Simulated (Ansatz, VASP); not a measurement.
## WAu in VASP and in Ansatz

Contents of INCAR:

```
  PREC = Accurate
  ENCUT = 520
  EDIFF = 1E-6
  ISMEAR = -5
  SIGMA = 0.05
  LREAL = F
  LASPH = T
  NELM = 100
  ALGO = Normal
  ISIF = 2
  LWAVE = F
  LCHARG = F
  LMAXMIX = 4
  LDAU = T
  LDAUTYPE = 2
  LDAUL = 2 2
  LDAUU = 2 2
  LDAUJ = 0 0
  LDAUPRINT = 1
  METAGGA = R2SCAN
  LMIXTAU = T
  LORBIT = 10
  NBANDS = 20
  NEDOS = 1001
```

File KPOINTS:

```
Automatic mesh
0
Gamma
  8 8 8
```

POSCAR

```
WAu
1.0
    0.0000000000      2.9092100000      2.9092100000
    2.9092100000      0.0000000000      2.9092100000
    2.9092100000      2.9092100000      0.0000000000
W Au
1 1
Direct
    0.0000000000      0.0000000000      0.0000000000
    0.7500000000      0.7500000000      0.7500000000
```

Contents of input.yaml:

```yaml
crystal:
  lattice:
    - [0.0, 2.90921, 2.90921]
    - [2.90921, 0.0, 2.90921]
    - [2.90921, 2.90921, 0.0]
  atoms:
    - { symbol: W, position: [0.0, 0.0, 0.0] }
    - { symbol: Au, position: [0.75, 0.75, 0.75] }
hamiltonian:
  xc: r2scan
  pseudopotentials: { kind: paw }
  hubbard:
    sites: [{ species: Au, l: d, u_eff: 2.0 }, { species: W, l: d, u_eff: 2.0 }]
kpoints:
  mp_grid: { grid: [8, 8, 8] }
scf:
  occupations: { method: fermi_dirac, width: 0.05 }
  n_extra_bands: 6
output:
  forces: true
  stress: true
  eigenvalues: true
  dos: { projected: false, de: 0.05, nscf_kmesh: { grid: [12, 12, 12] } }
```

Alike in both runs: task density of states; functional r2SCAN; k mesh 8 × 8 × 8; no spin polarisation; Hubbard terms Au d U = 2 eV, W d U = 2 eV.

|  | VASP | Ansatz |
| --- | --- | --- |
| version | VASP 6.6.1 | Ansatz 0.2.0 |
| potentials or method | VASP PAW PBE potentials, release 64 (W_sv, Au) | Ansatz PAW |
| plane-wave cutoff (eV) | 520 | 500 |
| occupations | tetrahedron | fermi-dirac, width 0.05 eV |
| valence electrons in the cell | 25 | 33 |

Ansatz gave:

| Quantity | Value |
| --- | --- |
| gap on the k mesh at the Fermi level (eV) | none |
| pressure (GPa) | -1.3 |

Which values does VASP return?

gap on the k mesh at the Fermi level (eV): none; pressure (GPa): -2.1.

VASP's potentials were made for PBE, not for r2SCAN. The programs project onto different local orbitals, so the same U acts differently, and such runs can settle in different states. A gap of «none» marks a metal or a gap that the smearing closes. VASP's potentials hold 25 valence electrons a cell and Ansatz's 33, so a difference there can come from the potentials and not from the codes.

Neither program's run includes spin-orbit coupling.
